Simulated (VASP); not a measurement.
# SiC (Imm2) in VASP: notebook, part 2 of 2

VASP 6.6.1. Earlier steps stand in the parts before.

### Step 4. Single point, LDA (strain -0.0300 x Voigt [0, 0, 0, 0, 1, 0])

INCAR

```
PREC = Accurate
ENCUT = 520
EDIFF = 1E-7
ISMEAR = 0
SIGMA = 0.05
LREAL = False
LASPH = True
NELM = 100
ALGO = Normal
ISIF = 2
LWAVE = False
LCHARG = False
GGA = CA
NBANDS = 11
```

KPOINTS

```
regular mesh
0
Gamma
  12 12 12
```

POSCAR

```
SiC
1.0
   -0.0326100000      2.1740000000      2.1740000000
    2.1413900000      0.0000000000      2.1413900000
    2.1740000000      2.1740000000     -0.0326100000
Si C
1 1
Direct
    0.0000000000      0.0000000000      0.0000000000
    0.7500000000      0.7500000000      0.7500000000
```

Potentials or basis: VASP PAW LDA potentials, release 64 (Si, C).

On the command line:

```sh
$ cat potpaw_LDA.64/Si/POTCAR potpaw_LDA.64/C/POTCAR > POTCAR
$ mpirun -np 1 vasp_std > vasp.out
```

OUTCAR:

```text
PREC = Accurate
   ENCUT = 520
   EDIFF = 1E-7
   ISMEAR = 0
   LREAL = False
   LASPH = True
   NELM = 100
   ISIF = 2
   GGA = CA

 ion  position               nearest neighbor table
   1  0.000  0.000  0.000-   2 1.86   2 1.86   2 1.90   2 1.90
   2  0.750  0.750  0.750-   1 1.86   1 1.86   1 1.90   1 1.90

  LATTYP: Found a body centered orthorhombic cell.
 ALAT       =     3.0283827803
 B/A-ratio  =     1.0304568528
 C/A-ratio  =     1.4357498095

  Lattice vectors:
[... 521 lines left out ...]

 [... further k-points ...]

------------------------ aborting loop because EDIFF is reached ----------------------------------------

  FORCE on cell =-STRESS in cart. coord.  units (eV):
  Direction    XX          YY          ZZ          XY          YZ          ZX
  --------------------------------------------------------------------------------------
  -------------------------------------------------------------------------------------
  Total       -0.2849327     -0.3104152     -0.2849327      0.0000000      0.0000000      1.0557304
  in kB      -22.2198935    -24.2070973    -22.2198935      0.0000000      0.0000000     82.3289749
  external PRESSURE =     -22.8822948 kB  Pullay stress =       0.0000000 kB

 VOLUME and BASIS-vectors are now :
 -----------------------------------------------------------------------------
  energy-cutoff  :      520.00
  volume of cell :       20.55
      direct lattice vectors                 reciprocal lattice vectors
    -0.032610000  2.174000000  2.174000000    -0.226591922  0.229990800  0.226591922
     2.141390000  0.000000000  2.141390000     0.233493198 -0.229990800  0.233493198
     2.174000000  2.174000000 -0.032610000     0.226591922  0.229990800 -0.226591922

 POSITION                                       TOTAL-FORCE (eV/Angst)
 -----------------------------------------------------------------------------------
      0.00000      0.00000      0.00000        -0.000000      0.241951     -0.000000
      3.21209      3.26100      3.21209         0.000000     -0.241951      0.000000
 -----------------------------------------------------------------------------------
    total drift:                               -0.000000      0.000078     -0.000000

  FREE ENERGIE OF THE ION-ELECTRON SYSTEM (eV)
  ---------------------------------------------------
  free  energy   TOTEN  =       -16.6251780264 eV

  energy  without entropy=      -16.6251780264  energy(sigma->0) =      -16.62517803
```

OSZICAR:

```text
N       E                     dE             d eps       ncg     rms          rms(c)
DAV:   1     0.141138635678E+01    0.14114E+01   -0.40090E+03  6486   0.614E+02
DAV:   2    -0.181012799184E+02   -0.19513E+02   -0.18569E+02  7647   0.109E+02
DAV:   3    -0.186849519599E+02   -0.58367E+00   -0.58269E+00  7615   0.157E+01
DAV:   4    -0.186873332092E+02   -0.23812E-02   -0.23811E-02  7017   0.129E+00
DAV:   5    -0.186873449216E+02   -0.11712E-04   -0.11712E-04  7577   0.823E-02    0.915E+00
DAV:   6    -0.167168347965E+02    0.19705E+01   -0.72499E+00  6994   0.119E+01    0.403E+00
DAV:   7    -0.166462438705E+02    0.70591E-01   -0.39218E-01  7432   0.362E+00    0.181E+00
DAV:   8    -0.166256031505E+02    0.20641E-01   -0.26978E-02  7138   0.990E-01    0.183E-01
DAV:   9    -0.166251655603E+02    0.43759E-03   -0.21020E-03  7686   0.249E-01    0.978E-02
DAV:  10    -0.166251778774E+02   -0.12317E-04   -0.13583E-04  6934   0.726E-02    0.337E-02
DAV:  11    -0.166251783012E+02   -0.42379E-06   -0.43962E-06  7555   0.133E-02    0.153E-02
DAV:  12    -0.166251780306E+02    0.27061E-06   -0.75966E-07  7045   0.482E-03    0.231E-03
DAV:  13    -0.166251780264E+02    0.41847E-08   -0.16930E-07  4320   0.225E-03
   1 F= -.16625178E+02 E0= -.16625178E+02  d E =-.279372E-19
```

stdout:

```text
POSCAR found type information on POSCAR SiC
 POSCAR found :  2 types and       2 ions
 scaLAPACK will be used
 LDA part: xc-table for (Slater(with rela. corr.)+CA(PZ))
 , standard interpolation
 POSCAR, INCAR and KPOINTS ok, starting setup
 FFT: planning ... GRIDC
 FFT: planning ... GRID_SOFT
 FFT: planning ... GRID
 WAVECAR not read
 entering main loop
```

It took 76 s on 1 thread of Intel Xeon 6975P-C, shared host; peak memory 0.17 GiB.

What came out:

- Free energy: -16.6252 eV
- Pressure: -2.3 GPa
- Largest force: 0.242 eV/Å
- Band gap on the k mesh: 1.17 eV, indirect (least direct gap 4.23 eV)

Forces in eV/Å, atoms in the order of the input:
```
Si   0.000  0.242  0.000
C    0.000 -0.242  0.000
```

Stress tensor (GPa, compression positive):
```
-2.22  0.00  8.23
 0.00 -2.42  0.00
 8.23  0.00 -2.22
```

Caveat: the cell differs from its parent crystal (strain -0.0300 x Voigt [0, 0, 0, 0, 1, 0]). A k mesh can miss the band edges.

### Step 5. Single point, LDA (strain +0.0150 x Voigt [0, 0, 0, 0, 1, 0])

INCAR

```
SYSTEM = SiC
ALGO     = Normal         ! electronic algorithm
EDIFF    = 1E-6           ! SCF threshold, eV
ENCUT    = 520            ! plane-wave cutoff, eV
GGA      = CA             ! functional
ISIF     = 2              ! what is computed and relaxed
ISMEAR   = 0              ! smearing method
LASPH    = .True.         ! aspherical terms in the spheres
LCHARG   = .True.         ! write CHGCAR
LELF     = .True.         ! ELF
LREAL    = .False.        ! projectors in reciprocal space
LVHAR    = .True.       
LWAVE    = .False.        ! write WAVECAR
NBANDS   = 11             ! bands
NELM     = 60             ! most SCF steps
PREC     = Accurate       ! precision mode
SIGMA    = 0.05           ! smearing width, eV
```

KPOINTS

```
k-points
0
Gamma
  12 12 12
  0 0 0
```

POSCAR

```
SiC
1.0
    0.0163050000      2.1740000000      2.1740000000
    2.1903050000      0.0000000000      2.1903050000
    2.1740000000      2.1740000000      0.0163050000
Si C
1 1
Direct
    0.0000000000      0.0000000000      0.0000000000
    0.7500000000      0.7500000000      0.7500000000
```

On the command line:

```sh
$ cat potpaw_LDA.64/Si/POTCAR potpaw_LDA.64/C/POTCAR > POTCAR
$ mpirun -np 1 vasp_std > vasp.out
```

Wall time 63 s (1 thread of Intel Xeon 6975P-C, shared host); peak memory 0.17 GiB.

The run converged. Its results:

```yaml
Free_energy: -16.6370 eV
Pressure: -2.5 GPa
Largest_force: 0.120 eV/Å
Band_gap_on_the_k_mesh: 1.25 eV, indirect (least direct gap 4.38 eV)
```

Forces on the atoms (eV/Å):
```
Si   0.000 -0.120  0.000
C    0.000  0.120  0.000
```

Stress tensor (GPa, compression positive):
```
-2.46  0.00 -4.11
 0.00 -2.50  0.00
-4.11  0.00 -2.46
```

Levels at points of the mesh, in eV from the valence-band top:
```csv
k point,band 2,band 3,band 4,band 5,band 6,band 7
"(0.00, 0.00, 0.00)",-0.09,-0.05,0.00,6.27,7.02,7.26
"(0.50, 0.00, 0.00)",-8.63,-1.15,-1.14,5.30,6.97,7.13
"(0.00, 0.50, 0.00)",-8.65,-1.06,-1.05,5.51,7.10,7.26
"(0.50, 0.50, 0.00)",-7.88,-3.25,-3.25,1.25,4.17,13.82
"(0.50, 0.00, 0.50)",-7.88,-3.37,-3.13,1.25,4.18,13.85
```

Caveat: the cell differs from its parent crystal (strain +0.0150 x Voigt [0, 0, 0, 0, 1, 0]).

### Step 6. Single point, LDA (strain +0.0525 x Voigt [0, 0, 0, 0, 1, 0])

INCAR

```
SYSTEM = SiC
PREC = Accurate
ENCUT = 520
EDIFF = 1E-6
ISMEAR = 0
SIGMA = 0.05
LREAL = .False.
LASPH = .True.
NELM = 100
ALGO = Normal
ISIF = 2
LWAVE = .False.
LCHARG = .False.
GGA = CA
NBANDS = 11
```

KPOINTS

```
regular mesh
0
Gamma
  12 12 12
  0 0 0
```

POSCAR

```
SiC
1.0
    0.0570675000      2.1740000000      2.1740000000
    2.2310675000      0.0000000000      2.2310675000
    2.1740000000      2.1740000000      0.0570675000
Si C
1 1
Direct
    0.0000000000      0.0000000000      0.0000000000
    0.7500000000      0.7500000000      0.7500000000
```

Potentials or basis: VASP PAW LDA potentials, release 64 (Si, C).

On the command line:

```sh
$ cat potpaw_LDA.64/Si/POTCAR potpaw_LDA.64/C/POTCAR > POTCAR
$ mpirun -np 1 vasp_std > vasp.out
```

OUTCAR:

```text
SYSTEM = SiC
   PREC = Accurate
   ENCUT = 520
   EDIFF = 1E-6
   ISMEAR = 0
   LREAL = .False.
   LASPH = .True.
   NELM = 100
   ISIF = 2
   GGA = CA

 ion  position               nearest neighbor table
   1  0.000  0.000  0.000-   2 1.85   2 1.85   2 1.92   2 1.92
   2  0.750  0.750  0.750-   1 1.85   1 1.85   1 1.92   1 1.92

  LATTYP: Found a body centered orthorhombic cell.
 ALAT       =     2.9937946521
 B/A-ratio  =     1.0539152760
 C/A-ratio  =     1.4523374196

  Lattice vectors:

 A1 = (   0.0570675000,  -2.1740000000,   2.1740000000)
 A2 = (  -0.0570675000,  -2.1740000000,  -2.1740000000)
 A3 = (   2.1740000000,   2.1740000000,   0.0570675000)

Analysis of symmetry for initial positions (statically):
=====================================================================
 Subroutine PRICEL returns:
 Original cell was already a primitive cell.

 Routine SETGRP: Setting up the symmetry group for a
 body centered orthorhombic supercell.

 Subroutine GETGRP returns: Found  4 space group operations
 (whereof  4 operations were pure point group operations)
 out of a pool of  8 trial point group operations.

The static configuration has the point symmetry C_2v.

Analysis of symmetry for dynamics (positions and initial velocities):
=====================================================================
 Subroutine PRICEL returns:
 Original cell was already a primitive cell.

 Routine SETGRP: Setting up the symmetry group for a
 body centered orthorhombic supercell.

 Subroutine GETGRP returns: Found  4 space group operations
 (whereof  4 operations were pure point group operations)
 out of a pool of  8 trial point group operations.

The dynamic configuration has the point symmetry C_2v.

 Subroutine INISYM returns: Found  4 space group operations
 (whereof  4 operations are pure point group operations),
 and found     1 'primitive' translations

----------------------------------------------------------------------------------------

                                     Primitive cell

  volume of cell :      20.5357

[... 117 lines left out ...]
   LEPSILON=     F    determine dielectric tensor
   LRPA    =     F    only Hartree local field effects (RPA)
 non-spin polarized calculation
 Gauss-broadening in eV      SIGMA  =   0.05
  energy-cutoff  :      520.00
  volume of cell :       20.54
 maximum number of plane-waves:       565
   NGX = 11   NGY = 11   NGZ = 11

 number of electron       8.0000000 magnetization

 Free energy of the ion-electron system (eV)
  ---------------------------------------------------
  ext. energy  EPLUGINS =         0.00000000
  ---------------------------------------------------
  free energy    TOTEN  =       -16.59258971 eV

  energy without entropy =      -16.59258971  energy(sigma->0) =      -16.59258971

 E-fermi :   8.6152     XC(G=0): -11.5881

 val. band max:        8.3092434937   @ k =   0.0000   0.0000   0.0000
 cond. band min:       9.3407235798   @ k =   0.5000   0.0000   0.5000
 fundamental gap:      1.0314800860
 Fermi energy:         8.6152345850

 k-point     1 :       0.0000    0.0000    0.0000
  band No.  band energies     occupation
      1      -7.2330      2.00000
      2       8.0012      2.00000
      3       8.1208      2.00000
      4       8.3092      2.00000
      5      14.0165      0.00000
      6      14.8038      0.00000
      7      15.9294      0.00000
      8      16.0147      0.00000
      9      22.6458      0.00000
     10      22.7003      0.00000
     11      24.4229      0.00000
[... 309 lines left out ...]
 k-point    24 :       0.3333    0.1667   -0.0000
  band No.  band energies     occupation
      1      -5.2153      2.00000
      2       3.4604      2.00000
      3       6.3042      2.00000
      4       6.3956      2.00000
      5      12.8737      0.00000
      6      15.4824      0.00000
      7      16.5682      0.00000
      8      17.6968      0.00000
      9      20.9046      0.00000
     10      24.2237      0.00000
     11      25.7004      0.00000

 [... further k-points ...]

------------------------ aborting loop because EDIFF is reached ----------------------------------------

  FORCE on cell =-STRESS in cart. coord.  units (eV):
  Direction    XX          YY          ZZ          XY          YZ          ZX
  --------------------------------------------------------------------------------------
  -------------------------------------------------------------------------------------
  Total       -0.1982803     -0.2761825     -0.1982803     -0.0000000      0.0000000     -1.8476371
  in kB      -15.4696656    -21.5475262    -15.4696656     -0.0000000      0.0000000   -144.1511125
  external PRESSURE =     -17.4956191 kB  Pullay stress =       0.0000000 kB

 VOLUME and BASIS-vectors are now :
 -----------------------------------------------------------------------------
  energy-cutoff  :      520.00
  volume of cell :       20.54
      direct lattice vectors                 reciprocal lattice vectors
     0.057067500  2.174000000  2.174000000    -0.236190809  0.229990800  0.236190809
     2.231067500  0.000000000  2.231067500     0.224107966 -0.229990800  0.224107966
     2.174000000  2.174000000  0.057067500     0.236190809  0.229990800 -0.236190809

 POSITION                                       TOTAL-FORCE (eV/Angst)
 -----------------------------------------------------------------------------------
      0.00000      0.00000      0.00000         0.000000     -0.425269      0.000000
      3.34660      3.26100      3.34660        -0.000000      0.425269     -0.000000
 -----------------------------------------------------------------------------------
    total drift:                               -0.000000     -0.001378     -0.000000

  FREE ENERGIE OF THE ION-ELECTRON SYSTEM (eV)
  ---------------------------------------------------
  free  energy   TOTEN  =       -16.5925897054 eV

  energy  without entropy=      -16.5925897054  energy(sigma->0) =      -16.59258971
```

OSZICAR:

```text
N       E                     dE             d eps       ncg     rms          rms(c)
DAV:   1     0.169422726398E+01    0.16942E+01   -0.39350E+03  6408   0.608E+02
DAV:   2    -0.180645358192E+02   -0.19759E+02   -0.18882E+02  7512   0.111E+02
DAV:   3    -0.186663752605E+02   -0.60184E+00   -0.60078E+00  7588   0.160E+01
DAV:   4    -0.186687711979E+02   -0.23959E-02   -0.23958E-02  7094   0.130E+00
DAV:   5    -0.186687828807E+02   -0.11683E-04   -0.11683E-04  7585   0.830E-02    0.918E+00
DAV:   6    -0.166856009356E+02    0.19832E+01   -0.72915E+00  6967   0.120E+01    0.404E+00
DAV:   7    -0.166138028025E+02    0.71798E-01   -0.39529E-01  7456   0.364E+00    0.182E+00
DAV:   8    -0.165930208404E+02    0.20782E-01   -0.27826E-02  7138   0.101E+00    0.185E-01
DAV:   9    -0.165925807909E+02    0.44005E-03   -0.22049E-03  7645   0.259E-01    0.978E-02
DAV:  10    -0.165925888262E+02   -0.80353E-05   -0.14476E-04  6949   0.759E-02    0.348E-02
DAV:  11    -0.165925897054E+02   -0.87922E-06   -0.58989E-06  7472   0.158E-02
   1 F= -.16592590E+02 E0= -.16592590E+02  d E =-.886256E-21
```

Wall time 56 s (1 thread of Intel Xeon 6975P-C, shared host); peak memory 0.17 GiB.

Results:

```yaml
Free_energy: -16.5926 eV
Pressure: -1.7 GPa
Largest_force: 0.425 eV/Å
Band_gap_on_the_k_mesh: 1.03 eV, indirect (least direct gap 3.98 eV)
```

Forces on the atoms (eV/Å):
```
Si   0.000 -0.425  0.000
C    0.000  0.425  0.000
```

Caveat: the cell differs from its parent crystal (strain +0.0525 x Voigt [0, 0, 0, 0, 1, 0]).

### Step 7. Summary

```csv
cell,gap on the mesh (eV),pressure (GPa),largest force (eV/Å)
"a = 3.075, b = 2.982 Å, angles 61.0, 62.0, 61.0°, 2 atoms",0.98,-1.5,0.49
"a = 3.075, b = 3.144 Å, angles 59.3, 58.5, 59.3°, 2 atoms",1.08,-2.0,0.36
"a = 3.075, b = 3.028 Å, angles 60.5, 61.0, 60.5°, 2 atoms",1.17,-2.3,0.24
"a = 3.075, b = 3.098 Å, angles 59.8, 59.5, 59.8°, 2 atoms",1.25,-2.5,0.12
"a = 3.075, b = 3.155 Å, angles 59.1, 58.3, 59.1°, 2 atoms",1.03,-1.7,0.43
```

Alike in all rows: task single point; level LDA; potentials or basis VASP PAW LDA potentials, release 64 (Si, C); no spin polarisation; k mesh 12 × 12 × 12; cutoff (eV) 520; smearing gaussian 0.05 eV.

Absolute energies hang on the potentials; compare differences alone.
